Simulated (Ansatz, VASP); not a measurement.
WSe2 in VASP and in Ansatz

File INCAR:

```
SYSTEM = WSe2
ALGO = Normal
EDIFF = 1E-6
ENCUT = 520
GGA = PS
ISIF = 2
ISMEAR = 0
LASPH = .TRUE.
LCHARG = .FALSE.
LREAL = .FALSE.
LWAVE = .FALSE.
NBANDS = 35
NELM = 80
PREC = Accurate
SIGMA = 0.05
```

The input KPOINTS:

```
k-points
0
G
  9 9 2
  0 0 0
```

POSCAR

```
WSe2
1.0
    3.2705808386      0.0000000000      0.0000000000
   -1.6352904193      2.8324060913      0.0000000000
    0.0000000000      0.0000000000     23.9869951139
W Se
2 4
Direct
    0.4974918236      0.3333333333      0.1145554758
    0.3333333333      0.6666666667      0.8623778584
    0.3333333333      0.6666666667      0.2073407565
    0.6666666667      0.3333333333      0.9321940382
    0.3333333333      0.6666666667      0.0678059618
    0.6666666667      0.3333333333      0.7926592435
```

Input for Ansatz:

```yaml
crystal:
  lattice:
    - [3.2705808386, 0.0, 0.0]
    - [-1.6352904193, 2.8324060913, 0.0]
    - [0.0, 0.0, 23.9869951139]
  atoms:
    - { symbol: W, position: [0.4974918236, 0.3333333333, 0.1145554758] }
    - { symbol: W, position: [0.3333333333, 0.6666666667, 0.8623778584] }
    - { symbol: Se, position: [0.3333333333, 0.6666666667, 0.2073407565] }
    - { symbol: Se, position: [0.6666666667, 0.3333333333, 0.9321940382] }
    - { symbol: Se, position: [0.3333333333, 0.6666666667, 0.0678059618] }
    - { symbol: Se, position: [0.6666666667, 0.3333333333, 0.7926592435] }
basis:
  ecutwfc: 420
kpoints:
  mp_grid: { grid: [9, 9, 2] }
hamiltonian:
  xc: pbesol
  pseudopotentials: { kind: paw, azcp: { folder: soft_1 } }
scf:
  occupations: { method: gaussian, width: 0.05 }
output:
  forces: true
  stress: true
  eigenvalues: true
```

Alike in both runs: task single point; functional PBEsol; k mesh 9 × 9 × 2; occupations gaussian, width 0.05 eV; no spin polarisation.

|  | VASP | Ansatz |
| --- | --- | --- |
| version | VASP 6.6.1 | Ansatz 0.2.0 |
| potentials or method | VASP PAW PBE potentials, release 64 (W_sv, Se), cutoff 520 eV | scalar-relativistic, plane waves, PAW |
| valence electrons in the cell | 52 | 92 |

```csv
,VASP,Ansatz,Ansatz less VASP
gap on the k mesh at the Fermi level (eV),none,none,-
rms of the force components (eV/Å),9.773,9.743,-0.0296
```

VASP's potentials were made for PBE, not for PBEsol, and Ansatz warns of the same on its side. Atom by atom the forces differ by 0.039 eV/Å (rms over components). A gap of «none» marks a metal or a gap that the smearing closes. VASP's potentials hold 52 valence electrons a cell and Ansatz's 92, so a difference there can come from the potentials and not from the codes.

Neither program's run includes spin-orbit coupling.
